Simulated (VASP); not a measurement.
The system is SrTe.

```
Sr Te
1.0
     0.00000    3.35276    3.35276
     3.35276    0.00000    3.35276
     3.35276    3.35276    0.00000
Sr Te
1 1
Cartesian
  0.0000 0.0000 0.0000
  3.3528 3.3528 3.3528
```

Base run:

```yaml
Program: VASP 6.6.1
Functional: HSE06
Potentials_or_basis: VASP PAW PBE potentials, release 64 (Sr_sv, Te)
Cutoff: 400 eV
k_mesh: 4 × 4 × 4
Occupations: gaussian, width 0.01 eV
Spin: no spin polarisation
```

Its results: band gap on the k mesh 2.49 eV, indirect (least direct gap 3.30 eV); pressure -0.2 GPa.

Q: The run is repeated on the same cell with these changes: functional from HSE06 to PBE; cutoff from 400 eV to 500 eV. What comes out?

A: Band gap on the k mesh 1.74 eV, indirect (least direct gap 2.47 eV); pressure 0.4 GPa.

HSE06 gives the wider gap, since exact exchange removes part of the self-interaction.

Caveats: spin-orbit coupling is left out, which moves the levels of the heavy elements; the PAW data sets were made with another functional, which shifts forces and pressure a little (some runs).

A k mesh can miss the band edges.
